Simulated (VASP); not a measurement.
# InGa2N3 (Cmc2_1) in VASP: further runs, part 2 of 2

VASP 6.6.1. The steps go on from the part before.

## 5. Single point, PBEsol (biaxial strain in the a-b plane: -2.0 %)

File INCAR:

```
PREC = Accurate ; ENCUT = 520
EDIFF = 1E-7 ; ISMEAR = 0
SIGMA = 0.02 ; LREAL = F
LASPH = T ; NELM = 100
ALGO = Normal ; ISIF = 2
LWAVE = F ; LCHARG = T
GGA = PS ; LELF = T
LVHAR = T ; NBANDS = 66
```

File KPOINTS:

```
Automatic mesh
0
Gamma
  6 6 6
```

File POSCAR:

```
InGa2N3
1.0
    4.8539527366     -2.7997308609      0.0000000000
    4.8539527366      2.7997308609      0.0000000000
    0.0000000000      0.0000000000      5.3996213821
In Ga N
2 4 6
Direct
    0.3252227417      0.6747772583      0.9897489538
    0.6747772583      0.3252227417      0.4897489538
    0.0069945022      0.3338844485      0.9926402250
    0.6661155515      0.9930054978      0.9926402250
    0.9930054978      0.6661155515      0.4926402250
    0.3338844485      0.0069945022      0.4926402250
    0.0264767012      0.3336441491      0.3589520516
    0.6663558509      0.9735232988      0.3589520516
    0.9735232988      0.6663558509      0.8589520516
    0.3336441491      0.0264767012      0.8589520516
    0.3078788725      0.6921211275      0.3950674931
    0.6921211275      0.3078788725      0.8950674931
```

Potentials or basis: VASP PAW PBE potentials, release 64 (In_d, Ga_d, N).

The run is started by

```sh
cat potpaw_PBE.64/In_d/POTCAR potpaw_PBE.64/Ga_d/POTCAR potpaw_PBE.64/N/POTCAR > POTCAR
mpirun -np 1 vasp_std > vasp.out
```

OUTCAR:

```text
PREC = Accurate
   ENCUT = 520
   EDIFF = 1E-7
   ISMEAR = 0
   LREAL = F
   LASPH = T
   NELM = 100
   ISIF = 2
   GGA = PS

 ion  position               nearest neighbor table
   1  0.325  0.675  0.990-   9 2.12  10 2.12  12 2.12  11 2.19   3 3.20   4 3.20   4 3.20   3 3.20
                             6 3.28   5 3.28   6 3.31   5 3.31   4 3.31   3 3.31   2 3.33   2 3.33
   2  0.675  0.325  0.490-   7 2.12   8 2.12  11 2.12  12 2.19   6 3.20   5 3.20   6 3.20   5 3.20
                             4 3.28   3 3.28   4 3.31   3 3.31   6 3.31   5 3.31   1 3.33   1 3.33
   3  0.007  0.334  0.993-  12 1.92   9 1.92  10 1.92   7 1.98   1 3.20   1 3.20   2 3.28   2 3.31
                             1 3.31
   4  0.666  0.993  0.993-  12 1.92  10 1.92   9 1.92   8 1.98   1 3.20   1 3.20   2 3.28   2 3.31
                             1 3.31
   5  0.993  0.666  0.493-  11 1.92   7 1.92   8 1.92   9 1.98   2 3.20   2 3.20   1 3.28   1 3.31
                             2 3.31
   6  0.334  0.007  0.493-  11 1.92   8 1.92   7 1.92  10 1.98   2 3.20   2 3.20   1 3.28   1 3.31
                             2 3.31
   7  0.026  0.334  0.359-   5 1.92   6 1.92   3 1.98   2 2.12
   8  0.666  0.974  0.359-   6 1.92   5 1.92   4 1.98   2 2.12
   9  0.974  0.666  0.859-   3 1.92   4 1.92   5 1.98   1 2.12
  10  0.334  0.026  0.859-   4 1.92   3 1.92   6 1.98   1 2.12
  11  0.308  0.692  0.395-   5 1.92   6 1.92   2 2.12   1 2.19
  12  0.692  0.308  0.895-   3 1.92   4 1.92   1 2.12   2 2.19

  LATTYP: Found a base centered orthorhombic cell.
 ALAT       =     5.5994617218
 B/A-ratio  =     1.7337211960
 C/A-ratio  =     0.9643107946

  Lattice vectors:

 A1 = (  -4.8539527366,  -2.7997308609,   0.0000000000)
 A2 = (   4.8539527366,  -2.7997308609,   0.0000000000)
 A3 = (   0.0000000000,   0.0000000000,   5.3996213821)

Analysis of symmetry for initial positions (statically):
=====================================================================
 Subroutine PRICEL returns:
 Original cell was already a primitive cell.

 Routine SETGRP: Setting up the symmetry group for a
 base centered orthorhombic supercell.

 Subroutine GETGRP returns: Found  4 space group operations
 (whereof  2 operations were pure point group operations)
 out of a pool of  8 trial point group operations.

The static configuration has the point symmetry C_1h.
 The point group associated with its full space group is C_2v.

Analysis of symmetry for dynamics (positions and initial velocities):
=====================================================================
 Subroutine PRICEL returns:
 Original cell was already a primitive cell.

 Routine SETGRP: Setting up the symmetry group for a
 base centered orthorhombic supercell.

 Subroutine GETGRP returns: Found  4 space group operations
 (whereof  2 operations were pure point group operations)
 out of a pool of  8 trial point group operations.

The dynamic configuration has the point symmetry C_1h.
 The point group associated with its full space group is C_2v.

 Subroutine INISYM returns: Found  4 space group operations
 (whereof  2 operations are pure point group operations),
 and found     1 'primitive' translations

[... 98 lines left out ...]
   total plane-waves  NPLWV =  70560
   dimension x,y,z NGX =    42 NGY =   42 NGZ =   40
   dimension x,y,z NGXF=    84 NGYF=   84 NGZF=   80
   ions per type =               2   4   6
   NGX,Y,Z   is equivalent  to a cutoff of  12.46, 12.46, 12.32 a.u.
   NGXF,Y,Z  is equivalent  to a cutoff of  24.92, 24.92, 24.63 a.u.
 SYSTEM =  unknown system
   PREC   = accura    normal or accurate (medium, high low for compatibility)
   ISTART =      0    job   : 0-new  1-cont  2-samecut
   ICHARG =      2    charge: 1-file 2-atom 10-const
   ISPIN  =      1    spin polarized calculation?
   LNONCOLLINEAR =      F non collinear calculations
   LSORBIT =      F    spin-orbit coupling
   LASPH  =      T    aspherical Exc in radial PAW
   ENCUT  =  520.0 eV  38.22 Ry    6.18 a.u.  10.42 10.42 10.04*2*pi/ulx,y,z
   NELM   =    100;   NELMIN=  2; NELMDL= -5     # of ELM steps
   EDIFF  = 0.1E-06   stopping-criterion for ELM
   LREAL  =      F    real-space projection
   EDIFFG = 0.1E-05   stopping-criterion for IOM
   NSW    =      0    number of steps for IOM
   IBRION =     -1    ionic relax: 0-MD 1-quasi-New 2-CG
   NFREE  =      0    steps in history (QN), initial steepest desc. (CG)
   ISIF   =      2    stress and relaxation
   ISYM   =      2    0-nonsym 1-usesym 2-fastsym
   POTIM  = 0.5000    time-step for ionic-motion
   TEBEG  =    0.0;   TEEND  =   0.0 temperature during run
   PSTRESS=    0.0 pullay stress
   NELECT =     108.0000    total number of electrons
   NUPDOWN=      -1.0000    fix difference up-down
   EMIN   =  10.00;   EMAX   =-10.00  energy-range for DOS
   EFERMI =   0.00;   METHOD = LEGACY
   ISMEAR =     0;   SIGMA  =   0.02  broadening in eV -4-tet -1-fermi 0-gaus
   EFERMI_NEDOS =   21; number of points for ismear=-14 and -15
   IALGO  =     38    algorithm
   IMIX   =      4    mixing-type and parameters
     AMIX     =   0.40;   BMIX     =  1.00
     AMIX_MAG =   1.60;   BMIX_MAG =  1.00
  volume/ion in A,a.u.               =      12.23        82.53
  Fermi-wavevector in a.u.,A,eV,Ry     =   1.478022  2.793057 29.722613  2.184550
  Thomas-Fermi vector in A             =   2.592355
   LORBIT       =      0    0 simple, 1 ext, 2 COOP (PROOUT), +10 PAW based schemes
   GGA     = PS    functional components
   LHFCALC =     F    Hartree Fock is set to
   AEXX    =    0.0000 exact exchange contribution
   IVDW    =     0    specifies the selected vdW correction
   LEPSILON=     F    determine dielectric tensor
   LRPA    =     F    only Hartree local field effects (RPA)
 non-spin polarized calculation
 Gauss-broadening in eV      SIGMA  =   0.02
  energy-cutoff  :      520.00
  volume of cell :      146.76
 maximum number of plane-waves:      3974
 NGX is ok and might be reduce to    42

 number of electron     107.9999985 magnetization

 Free energy of the ion-electron system (eV)
  ---------------------------------------------------
  ext. energy  EPLUGINS =         0.00000000
  ---------------------------------------------------
  free energy    TOTEN  =       -75.38460652 eV

  energy without entropy =      -75.38460652  energy(sigma->0) =      -75.38460652

 E-fermi :   6.2866     XC(G=0): -11.7698

 val. band max:        6.1770098563   @ k =   0.0000   0.0000   0.0000
 cond. band min:       7.2405508464   @ k =   0.0000   0.0000   0.0000
 fundamental gap:      1.0635409902
 Fermi energy:         6.2866385998

 k-point     1 :       0.0000    0.0000    0.0000
  band No.  band energies     occupation
      1      -9.6513      2.00000
      2      -9.0289      2.00000
      3      -8.8604      2.00000
      4      -8.8529      2.00000
      5      -8.8236      2.00000
      6      -8.8096      2.00000
[... 1645 lines left out ...]
     65      14.0843      0.00000
     66      14.4014      0.00000

 [... further k-points ...]

------------------------ aborting loop because EDIFF is reached ----------------------------------------

  FORCE on cell =-STRESS in cart. coord.  units (eV):
  Direction    XX          YY          ZZ          XY          YZ          ZX
  --------------------------------------------------------------------------------------
  -------------------------------------------------------------------------------------
  Total        8.3805317      8.3182813     -1.8894614      0.0000000      0.0000000      0.0000000
  in kB       91.4907154     90.8111249    -20.6273513      0.0000000      0.0000000      0.0000000
  external PRESSURE =      53.8914963 kB  Pullay stress =       0.0000000 kB

 VOLUME and BASIS-vectors are now :
 -----------------------------------------------------------------------------
  energy-cutoff  :      520.00
  volume of cell :      146.76
      direct lattice vectors                 reciprocal lattice vectors
     4.853952737 -2.799730861  0.000000000     0.103008832 -0.178588595  0.000000000
     4.853952737  2.799730861  0.000000000     0.103008832  0.178588595  0.000000000
     0.000000000  0.000000000  5.399621382     0.000000000  0.000000000  0.185198170

 POSITION                                       TOTAL-FORCE (eV/Angst)
 -----------------------------------------------------------------------------------
      4.85395      0.97866      5.34427         0.000000      0.001487      0.379616
      4.85395     -0.97866      2.64446         0.000000     -0.001487      0.379616
      1.65461      0.91520      5.35988         0.003997     -0.000332      0.314642
      8.05330      0.91520      5.35988        -0.003997     -0.000332      0.314642
      8.05330     -0.91520      2.66007        -0.003997      0.000332      0.314642
      1.65461     -0.91520      2.66007         0.003997      0.000332      0.314642
      1.74801      0.85999      1.93821         0.031794     -0.017797     -0.360413
      7.95990      0.85999      1.93821        -0.031794     -0.017797     -0.360413
      7.95990     -0.85999      4.63802        -0.031794      0.017797     -0.360413
      1.74801     -0.85999      4.63802         0.031794      0.017797     -0.360413
      4.85395      1.07577      2.13321         0.000000      0.031022     -0.288073
      4.85395     -1.07577      4.83303         0.000000     -0.031022     -0.288073
 -----------------------------------------------------------------------------------
    total drift:                                0.000001      0.000000     -0.001891

  FREE ENERGIE OF THE ION-ELECTRON SYSTEM (eV)
  ---------------------------------------------------
  free  energy   TOTEN  =       -75.3846065188 eV

  energy  without entropy=      -75.3846065188  energy(sigma->0) =      -75.38460652
```

It took 18 min on 1 thread of Intel Xeon 8259CL, shared host; peak memory 0.51 GiB.

What came out:

* Free energy: -75.3846 eV
* Pressure: 5.4 GPa
* Largest force: 0.380 eV/Å
* Band gap on the k mesh: 1.06 eV, direct

Forces in eV/Å, atoms in the order of the input:
```
In   0.000  0.001  0.380
In   0.000 -0.001  0.380
Ga   0.004  0.000  0.315
Ga  -0.004  0.000  0.315
Ga  -0.004  0.000  0.315
Ga   0.004  0.000  0.315
N    0.032 -0.018 -0.360
N   -0.032 -0.018 -0.360
N   -0.032  0.018 -0.360
N    0.032  0.018 -0.360
N    0.000  0.031 -0.288
N    0.000 -0.031 -0.288
```

Caveat: the cell differs from its parent crystal (biaxial strain in the a-b plane: -2.0 %); the PAW data sets were made with another functional, which shifts forces and pressure a little; spin-orbit coupling is left out, which moves the levels of the heavy elements.

## 6. Single point, PBEsol (biaxial strain in the a-b plane: -2.0 %, then relaxed in part)

File INCAR:

```
PREC = Accurate ; ENCUT = 520
EDIFF = 1E-6 ; ISMEAR = 0
SIGMA = 0.02 ; LREAL = F
LASPH = T ; NELM = 100
ALGO = Normal ; ISIF = 2
LWAVE = F ; LCHARG = F
GGA = PS ; NBANDS = 66
```

KPOINTS is that of step 5.

File POSCAR:

```
InGa2N3
1.0
    4.8539527366     -2.7997308609      0.0000000000
    4.8539527366      2.7997308609      0.0000000000
    0.0000000000      0.0000000000      5.4002600003
In Ga N
2 4 6
Direct
    0.3247099280      0.6752900720      0.9950077853
    0.6752900720      0.3247099280      0.4950077853
    0.0069824408      0.3341208287      0.9947418596
    0.6658791713      0.9930175592      0.9947418596
    0.9930175592      0.6658791713      0.4947418596
    0.3341208287      0.0069824408      0.4947418596
    0.0264881522      0.3334564954      0.3554829463
    0.6665435046      0.9735118478      0.3554829463
    0.9735118478      0.6665435046      0.8554829463
    0.3334564954      0.0264881522      0.8554829463
    0.3082949627      0.6917050373      0.3925436030
    0.6917050373      0.3082949627      0.8925436030
```

Potentials or basis: VASP PAW PBE potentials, release 64 (In_d, Ga_d, N).

The run is started by

```sh
cat potpaw_PBE.64/In_d/POTCAR potpaw_PBE.64/Ga_d/POTCAR potpaw_PBE.64/N/POTCAR > POTCAR
mpirun -np 1 vasp_std > vasp.out
```

It used 1700 s of CPU time on 1 thread of AMD EPYC 7R13 Processor (Zen 3), on a shared host.

The run converged. Its results:

| Property | Result |
| --- | --- |
| Free energy | -75.4206 eV |
| Pressure | 5.0 GPa |
| Largest force | 0.037 eV/Å |
| Band gap on the k mesh | 1.03 eV, direct |

Forces on the atoms (eV/Å):
```
In   0.000 -0.001 -0.001
In   0.000  0.001 -0.001
Ga  -0.003  0.001 -0.004
Ga   0.003  0.001 -0.004
Ga   0.003 -0.001 -0.004
Ga  -0.003 -0.001 -0.004
N    0.023 -0.012 -0.006
N   -0.023 -0.012 -0.006
N   -0.023  0.012 -0.006
N    0.023  0.012 -0.006
N    0.000  0.030  0.022
N    0.000 -0.030  0.022
```

Stress tensor (GPa, compression positive):
```
 7.60  0.00  0.00
 0.00  7.57  0.00
 0.00  0.00 -0.14
```

Levels at points of the mesh, in eV from the valence-band top:
```tsv
k point	band 52	band 53	band 54	band 55	band 56	band 57
(0.00, 0.00, 0.00)	-0.23	0.00	0.00	1.03	3.90	4.73
(0.50, 0.00, 0.00)	-1.02	-0.92	-0.82	3.75	3.97	5.10
(0.50, 0.50, 0.00)	-0.99	-0.95	-0.70	3.66	4.20	4.49
(0.00, 0.00, 0.50)	-0.49	-0.47	-0.47	3.49	3.49	5.60
(0.50, 0.00, 0.50)	-1.57	-1.41	-1.41	3.84	3.84	4.76
(0.50, 0.50, 0.50)	-1.56	-1.47	-1.47	3.90	3.90	4.76
```

Caveat: the cell differs from its parent crystal (biaxial strain in the a-b plane: -2.0 %, then relaxed in part); the PAW data sets were made with another functional, which shifts forces and pressure a little; spin-orbit coupling is left out, which moves the levels of the heavy elements.

## 7. Summary

```tsv
cell	gap on the mesh (eV)	pressure (GPa)	largest force (eV/Å)
a = 5.489, b = 5.489, c = 5.466 Å, angles 90.0, 90.0, 60.0°, 12 atoms	0.99	10.8	0.04
a = 5.489, b = 5.489, c = 5.464 Å, angles 90.0, 90.0, 60.0°, 12 atoms	1.03	11.5	0.45
a = 5.661, b = 5.661, c = 5.281 Å, angles 90.0, 90.0, 59.9°, 12 atoms	1.15	5.4	0.04
a = 5.604, b = 5.604, c = 5.400 Å, angles 90.0, 90.0, 60.0°, 12 atoms	1.03	5.0	0.04
```

Some of these runs hold the atoms at other places in the same cell, which the table doesn't show; runs alike in all that it shows share one row.

Alike in all rows: task single point; level PBEsol; potentials or basis VASP PAW PBE potentials, release 64 (In_d, Ga_d, N); no spin polarisation; k mesh 6 × 6 × 6; cutoff (eV) 520; smearing gaussian 0.02 eV.

Caveats: the PAW data sets were made with another functional, which shifts forces and pressure a little; spin-orbit coupling is left out, which moves the levels of the heavy elements.

Absolute energies hang on the potentials; compare differences alone.
